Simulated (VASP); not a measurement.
TiC, 2 atoms in the cell. Symmetry: Fm-3m, No. 225, cubic system. Conventional cell: a = 4.331 Å, b = 4.331 Å, c = 4.331 Å, α = 90.00°, β = 90.00°, γ = 90.00°. Ti (site symmetry m-3m) has 6 C at 2.17 Å within 2.9 Å. C (site symmetry m-3m) has 6 Ti at 2.17 Å within 2.9 Å. 

| Property | Result |
| --- | --- |
| Program | VASP 6.6.1 |
| Task | relaxation of cell and atoms |
| Functional | BLYP |
| Potentials or basis | VASP PAW PBE potentials, release 64 (Ti_sv, C) |
| Cutoff | 600 eV |
| k mesh | 11 × 11 × 11 |
| Occupations | fermi-dirac, width 0.05 eV |
| Spin | no spin polarisation |
| Dipole correction | no |
| Further INCAR settings | ALGO = Normal; EDIFF = 1e-06; IBRION = 2; EDIFFG = -0.01; NSW = 60; ISIF = 3 |

Potentials or basis: VASP PAW PBE potentials, release 64 (Ti_sv, C).

Run with:

```console
$ cat potpaw_PBE.64/Ti_sv/POTCAR potpaw_PBE.64/C/POTCAR > POTCAR
$ mpirun -np 1 vasp_std > vasp.out
```

Hardware: 1 thread of AMD EPYC 7R43 64-Core Processor (Zen 3), on a shared host.

Problem. How long does it take, and how much memory?

Solution. Wall time 110 s on 1 thread of AMD EPYC 7R43 64-Core Processor (Zen 3), on a shared host, peak memory 0.12 GiB. Counts: scf iterations 36, k points 56, ion steps 3.
